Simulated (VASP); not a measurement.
A run of VASP 6.6.1 is set up as follows.

File INCAR:

```
SYSTEM = CdSe
PREC     = Accurate       ! precision mode
ENCUT    = 520            ! plane-wave cutoff, eV
EDIFF    = 1E-6           ! SCF threshold, eV
ISMEAR   = -1             ! smearing method
SIGMA    = 0.05           ! smearing width, eV
LREAL    = .FALSE.        ! projectors in reciprocal space
LASPH    = .TRUE.         ! aspherical terms in the spheres
NELM     = 60             ! most SCF steps
ALGO     = Normal         ! electronic algorithm
ISIF     = 2              ! what is computed and relaxed
LWAVE    = .FALSE.        ! write WAVECAR
LCHARG   = .FALSE.        ! write CHGCAR
GGA      = PS             ! functional
NBANDS   = 16             ! bands
```

Contents of KPOINTS:

```
regular mesh
0
G
  11 11 11
  0 0 0
```

The input POSCAR:

```
CdSe
1.0
    0.0000000000      2.8546691101      2.8546691101
    2.8546691101      0.0000000000      2.8546691101
    2.8546691101      2.8546691101      0.0000000000
Cd Se
1 1
Direct
    0.0000000000      0.0000000000      0.0000000000
    0.5000000000      0.5000000000      0.5000000000
```

Potentials or basis: VASP PAW PBE potentials, release 64 (Cd, Se).

Command:

```console
$ cat potpaw_PBE.64/Cd/POTCAR potpaw_PBE.64/Se/POTCAR > POTCAR
$ mpirun -np 1 vasp_std > vasp.out
```

Predict the band gap on the k mesh.

zero (band 9 reaches 2.30 eV, above the bottom of band 10 at 1.88 eV).

Predict the pressure.

-2.4 GPa.

Caveat: the PAW data sets were made with another functional, which shifts forces and pressure a little.
